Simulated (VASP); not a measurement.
C:

```
C
1.0
     0.00000    1.79360    1.79360
     1.79360    0.00000    1.79360
     1.79360    1.79360    0.00000
C
2
Direct
  0.50000 0.50000 0.50000
  0.75000 0.75000 0.75000
```

This cell differs from its parent crystal: volume 5.770 Å^3 an atom, c/a of the conventional cell 1.0000.

Base run:

```yaml
Program: VASP 6.6.1
Functional: LDA
Potentials_or_basis: VASP PAW LDA potentials, release 64 (C)
Cutoff: 520 eV
k_mesh: 12 × 12 × 12
Occupations: gaussian, width 0.05 eV
Spin: no spin polarisation
```

Its results: band gap on the k mesh 4.08 eV, indirect (least direct gap 5.49 eV); pressure -18.7 GPa.

Q: The run is repeated on the same cell with these changes: potentials or basis from VASP PAW LDA potentials, release 64 (C) to VASP PAW LDA potentials, release 64 (C_h); cutoff from 520 eV to 910 eV. What comes out?

A: Band gap on the k mesh 4.08 eV, indirect (least direct gap 5.50 eV); pressure -19.5 GPa.

Caveats: the cutoff is under 1.25 times the usual one of these potentials, so pressure, stress and relaxed cells hold a basis-set (Pulay) error (some runs).

A k mesh can miss the band edges.
